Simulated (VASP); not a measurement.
# As2Se in VASP: a series of runs, part 2 of 2

VASP 6.6.1.

## Step 3: Single point, PBEsol

This run uses another cell than the first one, of 22.04 Å³/atom.

INCAR reads:

```
PREC = Accurate
ENCUT = 520
EDIFF = 1E-6
ISMEAR = 0
SIGMA = 0.1
LREAL = F
LASPH = T
NELM = 100
ALGO = Normal
ISIF = 2
LWAVE = F
LCHARG = F
GGA = PS
NBANDS = 25
```

KPOINTS reads:

```
Automatic mesh
0
Gamma
  8 8 8
```

POSCAR reads:

```
As2Se
1.0
   -3.5294180000      3.5294180000      2.6535710000
    3.5294180000     -3.5294180000      2.6535710000
    3.5294180000      3.5294180000     -2.6535710000
As Se
4 2
Direct
    0.8750000000      0.1250000000      0.7500000000
    0.2500000000      0.7500000000      0.5000000000
    0.8750000000      0.6250000000      0.7500000000
    0.8750000000      0.1250000000      0.2500000000
    0.5000000000      0.5000000000      0.0000000000
    0.3750000000      0.1250000000      0.2500000000
```

Potentials or basis: VASP PAW PBE potentials, release 64 (As, Se).

Command:

```sh
$ cat potpaw_PBE.64/As/POTCAR potpaw_PBE.64/Se/POTCAR > POTCAR
$ mpirun -np 1 vasp_std > vasp.out
```

OUTCAR:

```text
PREC = Accurate
   ENCUT = 520
   EDIFF = 1E-6
   ISMEAR = 0
   LREAL = F
   LASPH = T
   NELM = 100
   ISIF = 2
   GGA = PS

 ion  position               nearest neighbor table
   1  0.875  0.125  0.750-   5 2.66   2 2.66   4 2.83   4 2.83   3 2.83   3 2.83
   2  0.250  0.750  0.500-   1 2.66   3 2.66   6 2.66   4 2.66
   3  0.875  0.625  0.750-   2 2.66   5 2.66   1 2.83   6 2.83   1 2.83   6 2.83
   4  0.875  0.125  0.250-   2 2.66   5 2.66   6 2.83   1 2.83   1 2.83   6 2.83
   5  0.500  0.500  0.000-   4 2.66   3 2.66   6 2.66   1 2.66
   6  0.375  0.125  0.250-   2 2.66   5 2.66   4 2.83   3 2.83   4 2.83   3 2.83

  LATTYP: Found a body centered tetragonal cell.
 ALAT       =     7.0588360000
 C/A-ratio  =     0.7518437884

  Lattice vectors:

 A1 = (  -3.5294180000,   3.5294180000,   2.6535710000)
 A2 = (   3.5294180000,  -3.5294180000,   2.6535710000)
 A3 = (   3.5294180000,   3.5294180000,  -2.6535710000)

Analysis of symmetry for initial positions (statically):
=====================================================================
 Subroutine PRICEL returns:
 Original cell was already a primitive cell.

 Routine SETGRP: Setting up the symmetry group for a
 body centered tetragonal supercell.

 Subroutine GETGRP returns: Found  2 space group operations
 (whereof  2 operations were pure point group operations)
 out of a pool of 16 trial point group operations.

The static configuration has the point symmetry C_1h.

Analysis of symmetry for dynamics (positions and initial velocities):
=====================================================================
 Subroutine PRICEL returns:
 Original cell was already a primitive cell.

 Routine SETGRP: Setting up the symmetry group for a
 body centered tetragonal supercell.

 Subroutine GETGRP returns: Found  2 space group operations
 (whereof  2 operations were pure point group operations)
 out of a pool of 16 trial point group operations.

The dynamic configuration has the point symmetry C_1h.

 Subroutine INISYM returns: Found  2 space group operations
 (whereof  2 operations are pure point group operations),
 and found     1 'primitive' translations

----------------------------------------------------------------------------------------

                                     Primitive cell

  volume of cell :     132.2199

  direct lattice vectors                    reciprocal lattice vectors
    -3.529418000  3.529418000  2.653571000     0.000000000  0.141666416  0.188425333
     3.529418000 -3.529418000  2.653571000     0.141666416  0.000000000  0.188425333
     3.529418000  3.529418000 -2.653571000     0.141666416  0.141666416  0.000000000

  length of vectors
     5.652877311  5.652877311  5.652877311     0.235740280  0.235740280  0.200346567

  position of ions in fractional coordinates (direct lattice)
     0.875000000  0.125000000  0.750000000
     0.250000000  0.750000000  0.500000000
     0.875000000  0.625000000  0.750000000
     0.875000000  0.125000000  0.250000000
     0.500000000  0.500000000  0.000000000
     0.375000000  0.125000000  0.250000000

  ion indices of the primitive-cell ions
   primitive index   ion index
[... 21 lines left out ...]

  Length of vectors
     0.029467535  0.029467535  0.025043321

  Shift w.r.t. Gamma in fractional coordinates (k-lattice)
     0.000000000  0.000000000  0.000000000

 Subroutine IBZKPT returns following result:
 ===========================================

 Found    150 irreducible k-points:

 Following reciprocal coordinates:
            Coordinates               Weight
  0.000000  0.000000  0.000000      1.000000
  0.125000 -0.000000  0.000000      2.000000
  0.125000 -0.000000 -0.125000      4.000000
 -0.000000  0.125000 -0.125000      2.000000
  0.250000 -0.000000  0.000000      2.000000
  0.250000 -0.000000 -0.250000      4.000000
[... 16 lines left out ...]
 -0.000000  0.500000 -0.125000      4.000000
  0.500000  0.125000  0.000000      4.000000
 [... further k-points ...]
   k-points           NKPTS =    150   k-points in BZ     NKDIM =    150   number of bands    NBANDS=     25
   number of dos      NEDOS =    301   number of ions     NIONS =      6
   total plane-waves  NPLWV =  74088
   dimension x,y,z NGX =    42 NGY =   42 NGZ =   42
   dimension x,y,z NGXF=    84 NGYF=   84 NGZF=   84
   ions per type =               4   2
   NGX,Y,Z   is equivalent  to a cutoff of  12.35, 12.35, 12.35 a.u.
   NGXF,Y,Z  is equivalent  to a cutoff of  24.70, 24.70, 24.70 a.u.
 SYSTEM =  unknown system
   PREC   = accura    normal or accurate (medium, high low for compatibility)
   ISTART =      0    job   : 0-new  1-cont  2-samecut
   ICHARG =      2    charge: 1-file 2-atom 10-const
   ISPIN  =      1    spin polarized calculation?
   LNONCOLLINEAR =      F non collinear calculations
   LSORBIT =      F    spin-orbit coupling
   LASPH  =      T    aspherical Exc in radial PAW
   ENCUT  =  520.0 eV  38.22 Ry    6.18 a.u.  10.51 10.51 10.51*2*pi/ulx,y,z
   NELM   =    100;   NELMIN=  2; NELMDL= -5     # of ELM steps
   EDIFF  = 0.1E-05   stopping-criterion for ELM
   LREAL  =      F    real-space projection
   EDIFFG = 0.1E-04   stopping-criterion for IOM
   NSW    =      0    number of steps for IOM
   IBRION =     -1    ionic relax: 0-MD 1-quasi-New 2-CG
   NFREE  =      0    steps in history (QN), initial steepest desc. (CG)
   ISIF   =      2    stress and relaxation
   ISYM   =      2    0-nonsym 1-usesym 2-fastsym
   POTIM  = 0.5000    time-step for ionic-motion
   TEBEG  =    0.0;   TEEND  =   0.0 temperature during run
   PSTRESS=    0.0 pullay stress
   NELECT =      32.0000    total number of electrons
   NUPDOWN=      -1.0000    fix difference up-down
   EMIN   =  10.00;   EMAX   =-10.00  energy-range for DOS
   EFERMI =   0.00;   METHOD = LEGACY
   ISMEAR =     0;   SIGMA  =   0.10  broadening in eV -4-tet -1-fermi 0-gaus
   EFERMI_NEDOS =   21; number of points for ismear=-14 and -15
   IALGO  =     38    algorithm
   IMIX   =      4    mixing-type and parameters
     AMIX     =   0.40;   BMIX     =  1.00
     AMIX_MAG =   1.60;   BMIX_MAG =  1.00
  volume/ion in A,a.u.               =      22.04       148.71
  Fermi-wavevector in a.u.,A,eV,Ry     =   1.020217  1.927930 14.161523  1.040843
  Thomas-Fermi vector in A             =   2.153774
   LORBIT       =      0    0 simple, 1 ext, 2 COOP (PROOUT), +10 PAW based schemes
   GGA     = PS    functional components
   LHFCALC =     F    Hartree Fock is set to
   AEXX    =    0.0000 exact exchange contribution
   IVDW    =     0    specifies the selected vdW correction
   LEPSILON=     F    determine dielectric tensor
   LRPA    =     F    only Hartree local field effects (RPA)
 non-spin polarized calculation
 Gauss-broadening in eV      SIGMA  =   0.10
  energy-cutoff  :      520.00
  volume of cell :      132.22
 maximum number of plane-waves:      3605
   NGX = 21   NGY = 21   NGZ = 21

 number of electron      32.0000000 magnetization

 Free energy of the ion-electron system (eV)
  ---------------------------------------------------
  ext. energy  EPLUGINS =         0.00000000
  ---------------------------------------------------
  free energy    TOTEN  =       -27.12386759 eV

  energy without entropy =      -27.10852558  energy(sigma->0) =      -27.11619658

 E-fermi :   4.6829     XC(G=0): -10.0916

 val. band max:        4.6826947758   @ k =  -0.2500   0.2500   0.1250
 cond. band min:       4.6858275680   @ k =   0.0000  -0.3750  -0.2500
 fundamental gap:      0.0031327922
 Fermi energy:         4.6828854479

 k-point     1 :       0.0000    0.0000    0.0000
  band No.  band energies     occupation
      1     -10.6499      2.00000
      2      -7.8731      2.00000
      3      -6.9779      2.00000
      4      -5.7220      2.00000
      5      -4.5753      2.00000
      6      -4.2183      2.00000
[... 661 lines left out ...]
     24       9.5939      0.00000
     25      10.4538      0.00000

 [... further k-points ...]
[... 5 lines left out ...]
  --------------------------------------------------------------------------------------
  -------------------------------------------------------------------------------------
  Total       -2.7115823     -2.2319225     -2.8823340      0.0000000      0.2724965      0.0000000
  in kB      -32.8576478    -27.0453617    -34.9267348      0.0000000      3.3019812      0.0000000
  external PRESSURE =     -31.6099148 kB  Pullay stress =       0.0000000 kB

 VOLUME and BASIS-vectors are now :
 -----------------------------------------------------------------------------
  energy-cutoff  :      520.00
  volume of cell :      132.22
      direct lattice vectors                 reciprocal lattice vectors
    -3.529418000  3.529418000  2.653571000     0.000000000  0.141666416  0.188425333
     3.529418000 -3.529418000  2.653571000     0.141666416  0.000000000  0.188425333
     3.529418000  3.529418000 -2.653571000     0.141666416  0.141666416  0.000000000

 POSITION                                       TOTAL-FORCE (eV/Angst)
 -----------------------------------------------------------------------------------
      0.00000      5.29413      0.66339         0.000000     -0.336222     -0.424848
      3.52942     -0.00000      1.32679         0.000000      0.115801      0.005935
      1.76471      3.52942      1.99018        -0.232345     -0.006869      0.415453
     -1.76471      3.52942      1.99018         0.232345     -0.006869      0.415453
      0.00000      0.00000      2.65357         0.000000     -0.184001      0.348146
     -0.00000      1.76471      0.66339        -0.000000      0.418161     -0.760139
 -----------------------------------------------------------------------------------
    total drift:                                0.000000      0.000088      0.000041

  FREE ENERGIE OF THE ION-ELECTRON SYSTEM (eV)
  ---------------------------------------------------
  free  energy   TOTEN  =       -27.1238675925 eV

  energy  without entropy=      -27.1085255772  energy(sigma->0) =      -27.11619658
```

It took 7.7 min on 1 thread of Intel Xeon 6975P-C (Granite Rapids), shared host; peak memory 0.55 GiB.

Results:

| Quantity | Value |
| --- | --- |
| Free energy | -27.1239 eV |
| Pressure | -3.2 GPa |
| Largest force | 0.868 eV/Å |
| Band gap on the k mesh | zero (bands 16 and 17 overlap by 0.63 eV) |

Forces on the atoms (eV/Å):
```
As   0.000 -0.336 -0.425
As   0.000  0.116  0.006
As  -0.232 -0.007  0.415
As   0.232 -0.007  0.415
Se   0.000 -0.184  0.348
Se   0.000  0.418 -0.760
```

Caveat: the cell stands under tension; the PAW data sets were made with another functional, which shifts forces and pressure a little.
